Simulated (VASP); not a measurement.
Set up this calculation in VASP 6.6.1, as the native input.

```
Task                   : single point
Functional             : PBE
Dispersion             : D3(BJ)
Potentials or basis    : VASP PAW PBE potentials, release 64 (C)
Cutoff                 : 520 eV
k mesh                 : 7 × 11 × 3
Occupations            : gaussian, width 0.05 eV
Spin                   : no spin polarisation
Dipole correction      : no
Further INCAR settings : ALGO = Normal; EDIFF = 1e-07; NBANDS = 31
```

The structure of C lies in POSCAR:

```
C
1.0
    0.0000000000      1.4231666446     -3.3613878322
   -2.4649969361      0.0000000000      0.0000000000
    2.6704133475     10.0807637328      1.4005782634
C
10
Direct
    0.0613125087      0.5388580869      0.8666382341
    0.7279791754      0.6721914203      0.0666382341
    0.8113125087      0.3888580869      0.2666382341
   -0.1053541580      1.1055247536      0.4666382341
   -0.0220208246      0.8221914203      0.6666382341
    0.7553541580      0.2444752464      0.1333617659
   -0.1613125087      0.9611419131      0.3333617659
   -0.0779791754      0.6778085797      0.5333617659
    0.0053541580      1.3944752464      0.7333617659
    0.0886874913      1.1111419131      0.9333617659
```

The input as run:

INCAR

```
SYSTEM = C
PREC     = Accurate       ! precision mode
ENCUT    = 520            ! plane-wave cutoff, eV
EDIFF    = 1E-7           ! SCF threshold, eV
ISMEAR   = 0              ! smearing method
SIGMA    = 0.05           ! smearing width, eV
LREAL    = .False.        ! projectors in reciprocal space
LASPH    = .True.         ! aspherical terms in the spheres
NELM     = 60             ! most SCF steps
ALGO     = Normal         ! electronic algorithm
ISIF     = 2              ! what is computed and relaxed
LWAVE    = .False.        ! write WAVECAR
LCHARG   = .True.         ! write CHGCAR
GGA      = PE             ! functional
IVDW     = 12             ! dispersion correction
LELF     = .True.         ! ELF
LVHAR    = .True.       
NBANDS   = 31             ! bands
```

KPOINTS

```
Automatic mesh
0
Gamma
  7 11 3
  0 0 0
```

Potentials or basis: VASP PAW PBE potentials, release 64 (C).

Launch:

```sh
$ cat potpaw_PBE.64/C/POTCAR > POTCAR
$ mpirun -np 1 vasp_std > vasp.out
```

Results of the run:

The pressure is 4.4 GPa and the largest force is 3.494 eV/Å. The band gap on the k mesh is zero (band 20 reaches 5.19 eV, above the bottom of band 21 at 4.23 eV) and the dispersion energy per atom is -0.150 eV.

Caveat: pairwise dispersion overbinds metals, which lowers pressure and volume; forces of over 1 eV/Å act on the atoms, so gaps and moduli don't describe the material at rest.

Run time: 3.2 min on 1 thread of AMD EPYC 9R45 96-Core Processor (Zen 5), on a shared host, peak memory 0.3 GiB.
